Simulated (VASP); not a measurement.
# BN (kpbe) (F-43m) in VASP: vibrations by perturbation theory with PBE

Aim: the vibrations by perturbation theory of BN (kpbe) with PBE.

Everything below comes from runs of VASP 6.6.1. Logs are shortened: lines on timing, memory, paths and dates and some standing lists are left out, and cuts for length are marked.

## 1. The cell of the first run

It takes space group F-43m (No. 216, cubic). Conventional cell: a = 3.624 Å, b = 3.624 Å, c = 3.624 Å, α = 90.00°, β = 90.00°, γ = 90.00°. B (site symmetry -43m) has 4 N at 1.57 Å within 2.1 Å. Within 2.1 Å of N (site symmetry -43m) lie 4 B at 1.57 Å.

## 2. Vibrations by perturbation theory, PBE

INCAR

```
SYSTEM = BN
PREC = Accurate ; ENCUT = 520
EDIFF = 1E-8 ; ISMEAR = 0
SIGMA = 0.01 ; LREAL = .FALSE.
LASPH = .TRUE. ; NELM = 100
ALGO = Normal ; ISIF = 2
LWAVE = .FALSE. ; LCHARG = .FALSE.
GGA = PE ; IBRION = 8
NSW = 1 ; LEPSILON = .TRUE.
```

KPOINTS

```
regular mesh
0
G
  12 12 12
  0 0 0
```

POSCAR

```
BN
1.0
    0.0000000000      1.8120428297      1.8120428297
    1.8120428297      0.0000000000      1.8120428297
    1.8120428297      1.8120428297      0.0000000000
B N
1 1
Direct
    0.0000000000      0.0000000000      0.0000000000
    0.2500000000      0.2500000000      0.2500000000
```

Potentials or basis: VASP PAW PBE potentials, release 64 (B, N).

The run is started by

```
$ cat potpaw_PBE.64/B/POTCAR potpaw_PBE.64/N/POTCAR > POTCAR
$ mpirun -np 1 vasp_std > vasp.out
```

OUTCAR:

```text
SYSTEM = BN
   PREC = Accurate
   ENCUT = 520
   EDIFF = 1E-8
   ISMEAR = 0
   LREAL = .FALSE.
   LASPH = .TRUE.
   NELM = 100
   ISIF = 2
   GGA = PE
   IBRION = 8
   NSW = 1
   LEPSILON = .TRUE.

 ion  position               nearest neighbor table
   1  0.000  0.000  0.000-   2 1.57   2 1.57   2 1.57   2 1.57
   2  0.250  0.250  0.250-   1 1.57   1 1.57   1 1.57   1 1.57

  LATTYP: Found a face centered cubic cell.
 ALAT       =     3.6240856594

  Lattice vectors:

 A1 = (   0.0000000000,   1.8120428297,   1.8120428297)
 A2 = (   1.8120428297,   0.0000000000,   1.8120428297)
 A3 = (   1.8120428297,   1.8120428297,   0.0000000000)

Analysis of symmetry for initial positions (statically):
=====================================================================
 Subroutine PRICEL returns:
 Original cell was already a primitive cell.

 Routine SETGRP: Setting up the symmetry group for a
 face centered cubic supercell.

 Subroutine GETGRP returns: Found 24 space group operations
 (whereof 24 operations were pure point group operations)
 out of a pool of 48 trial point group operations.

The static configuration has the point symmetry T_d .

Analysis of symmetry for dynamics (positions and initial velocities):
=====================================================================
 Subroutine PRICEL returns:
 Original cell was already a primitive cell.

 Routine SETGRP: Setting up the symmetry group for a
 face centered cubic supercell.

 Subroutine GETGRP returns: Found 24 space group operations
 (whereof 24 operations were pure point group operations)
 out of a pool of 48 trial point group operations.

The dynamic configuration has the point symmetry T_d .

 Subroutine INISYM returns: Found 24 space group operations
 (whereof 24 operations are pure point group operations),
 and found     1 'primitive' translations

----------------------------------------------------------------------------------------

                                     Primitive cell

  volume of cell :      11.8997

  direct lattice vectors                    reciprocal lattice vectors
     0.000000000  1.812042830  1.812042830    -0.275931668  0.275931668  0.275931668
     1.812042830  0.000000000  1.812042830     0.275931668 -0.275931668  0.275931668
     1.812042830  1.812042830  0.000000000     0.275931668  0.275931668 -0.275931668

  length of vectors
     2.562615545  2.562615545  2.562615545     0.477927668  0.477927668  0.477927668

  position of ions in fractional coordinates (direct lattice)
     0.000000000  0.000000000  0.000000000
     0.250000000  0.250000000  0.250000000

  ion indices of the primitive-cell ions
   primitive index   ion index
                 1           1
                 2           2

----------------------------------------------------------------------------------------

 KPOINTS: regular mesh

Automatic generation of k-mesh.
 Grid dimensions read from file:
 generate k-points for:   12   12   12

 Generating k-lattice:

  Cartesian coordinates                     Fractional coordinates (reciprocal lattice)
[... 413 lines left out ...]
  ---------------------------------------------------
  ---------------------------------------------------
  free energy    TOTEN  =        -0.12858204 eV

  energy without entropy =       -0.12858204

------------------------ aborting loop because EDIFF is reached ----------------------------------------

--------------------------------------- Ionic step        2  -------------------------------------------

------------------------ aborting loop because EDIFF is reached ----------------------------------------

--------------------------------------- Ionic step        3  -------------------------------------------

------------------------ aborting loop because EDIFF is reached ----------------------------------------

 PIEZOELECTRIC TENSOR FIELD DIRECTION 3  (e Angst)
 -----------------------------------------------------------------------------
    -0.00032 -0.77088  0.00000           ( -0.00000 -0.00437  0.00000)
    -0.77088 -0.00032  0.00000           ( -0.00437 -0.00000  0.00000)
     0.00000  0.00000  0.00025           (  0.00000  0.00000 -0.00000)

 PIEZOELECTRIC TENSOR FIELD DIRECTION 3  (C/m^2)
 -----------------------------------------------------------------------------
    -0.00043 -1.03792  0.00000
    -1.03792 -0.00043  0.00000
     0.00000  0.00000  0.00033

--------------------------------------- Ionic step        4  -------------------------------------------

------------------------ aborting loop because EDIFF is reached ----------------------------------------

[... ionic steps 5 to 6 ...]

--------------------------------------- Ionic step        7  -------------------------------------------

 Free energy of the ion-electron system (eV)
  ---------------------------------------------------
  ---------------------------------------------------
  free energy    TOTEN  =        -0.23075930 eV

  energy without entropy =       -0.23075930

------------------------ aborting loop because EDIFF is reached ----------------------------------------

 INTERNAL STRAIN TENSOR  FOR ION    2  DIRECTION 1   (eV/Angst):
 -----------------------------------------------------------------------------
    -0.01420  0.00000  0.00000
     0.00000  0.00814 -1.49056
     0.00000 -1.49056  0.00814

 MACROSCOPIC STATIC DIELECTRIC TENSOR (including local field effects in DFT)
 ------------------------------------------------------
           4.613551     0.000000    -0.000000
          -0.000000     4.613551     0.000000
           0.000000     0.000000     4.613551
 ------------------------------------------------------

 PIEZOELECTRIC TENSOR (including local field effects)  for field in x, y, z        (e  Angst)
          XX          YY          ZZ          XY          YZ          ZX
  --------------------------------------------------------------------------------
  x     0.00000    -0.00000     0.00000     0.00000    -0.77120     0.00000
  y    -0.00000     0.00000     0.00000     0.00000     0.00000    -0.77120
  z    -0.00000    -0.00000    -0.00000    -0.77120     0.00000     0.00000

 PIEZOELECTRIC TENSOR (including local field effects)  for field in x, y, z        (C/m^2)
          XX          YY          ZZ          XY          YZ          ZX
  --------------------------------------------------------------------------------
  x     0.00000    -0.00000     0.00000     0.00000    -1.03835     0.00000
  y    -0.00000     0.00000     0.00000     0.00000     0.00000    -1.03835
  z    -0.00000    -0.00000    -0.00000    -1.03835     0.00000     0.00000

 BORN EFFECTIVE CHARGES (including local field effects) (in |e|, cummulative output)
 ---------------------------------------------------------------------------------
 ion    1
    1     1.91084     0.00000     0.00000
    2     0.00000     1.91084    -0.00000
    3     0.00000     0.00000     1.91084
 ion    2
    1    -1.91084    -0.00000    -0.00000
    2    -0.00000    -1.91084     0.00000
    3     0.00000     0.00000    -1.91084

 INTERNAL STRAIN TENSOR FOR ION    2 for displacements in x,y,z  (eV/Angst):
          X           Y           Z          XY          YZ          ZX
  --------------------------------------------------------------------------------
  x    -0.00000     0.00000     0.00000     0.00000    -1.49056     0.00000
  y     0.00000    -0.00000     0.00000     0.00000     0.00000    -1.49056
  z     0.00000     0.00000    -0.00000    -1.49056     0.00000     0.00000

 SECOND DERIVATIVES (NOT SYMMETRIZED)
 ------------------------------------
               1X          1Y          1Z          2X          2Y          2Z
  1X   -23.797759    0.000000    0.000000   23.797759    0.000000    0.000000
  1Y     0.000000  -23.797759    0.000000    0.000000   23.797759    0.000000
  1Z     0.000000    0.000000  -23.797759    0.000000    0.000000   23.797759
  2X    23.799848    0.000000    0.000000  -23.799848    0.000000    0.000000
  2Y     0.000000   23.799848    0.000000    0.000000  -23.799848    0.000000
  2Z     0.000000    0.000000   23.799848    0.000000    0.000000  -23.799848

 Eigenvectors and eigenvalues of the dynamical matrix
 ----------------------------------------------------

   1 f  =   30.877739 THz   194.010555 2PiTHz 1029.970503 cm-1   127.700010 meV
             X         Y         Z           dx          dy          dz
      0.000000  0.000000  0.000000    -0.751174    0.000000    0.000000
      0.906021  0.906021  0.906021     0.660105    0.000000    0.000000
[... 21 lines left out ...]
   6 f/i=    0.000672 THz     0.004222 2PiTHz    0.022414 cm-1     0.002779 meV
             X         Y         Z           dx          dy          dz
      0.000000  0.000000  0.000000     0.000000   -0.381459   -0.538727
      0.906021  0.906021  0.906021     0.000000   -0.434086   -0.613051

--------------------------------------------------------------------------------------------------------

 MACROSCOPIC STATIC DIELECTRIC TENSOR IONIC CONTRIBUTION
 ------------------------------------------------------
           2.333039    -0.000000     0.000000
          -0.000000     2.333039    -0.000000
           0.000000    -0.000000     2.333039
 ------------------------------------------------------

 ELASTIC MODULI CONTR FROM IONIC RELAXATION (kBar)
 Direction    XX          YY          ZZ          XY          YZ          ZX
 --------------------------------------------------------------------------------
 XX          -0.0000      0.0000      0.0000      0.0000     -0.0000      0.0000
 YY           0.0000     -0.0000     -0.0000      0.0000      0.0000     -0.0000
 ZZ           0.0000     -0.0000     -0.0000     -0.0000      0.0000      0.0000
 XY           0.0000      0.0000     -0.0000    -11.1156     -0.0000      0.0000
 YZ          -0.0000      0.0000      0.0000     -0.0000    -11.1156      0.0000
 ZX           0.0000     -0.0000      0.0000      0.0000      0.0000    -11.1156
 --------------------------------------------------------------------------------

 PIEZOELECTRIC TENSOR IONIC CONTR  for field in x, y, z        (C/m^2)
          XX          YY          ZZ          XY          YZ          ZX
  --------------------------------------------------------------------------------
  x     0.00000    -0.00000    -0.00000     0.00000     0.15153    -0.00000
  y    -0.00000     0.00000    -0.00000    -0.00000    -0.00000     0.15153
  z    -0.00000    -0.00000     0.00000     0.15153     0.00000    -0.00000
```

It took 1.9 min on 1 thread of Intel Xeon Platinum 8375C at 2.90GHz (Ice Lake), shared host; peak memory 0.18 GiB.

Results:

| Item | Value |
| --- | --- |
| Electronic dielectric tensor (diagonal) | 4.61 |
| Born charges (mean of the diagonal) | B +1.91; N -1.91 e |
| Highest phonon frequency at Γ, LO-TO splitting left out | 1030 cm⁻¹ |

Phonon frequencies in cm⁻¹ (negative: imaginary):
| q point | frequencies |
| --- | --- |
| (0.000, 0.000, 0.000) | 0 0 0 1030 1030 1030 |

Electronic dielectric tensor:
```
4.61 0.00 0.00
0.00 4.61 0.00
0.00 0.00 4.61
```

Born effective charge tensors (e):
atom 1, B
```
1.91 0.00 0.00
0.00 1.91 0.00
0.00 0.00 1.91
```
atom 2, N
```
-1.91  0.00  0.00
 0.00 -1.91  0.00
 0.00  0.00 -1.91
```
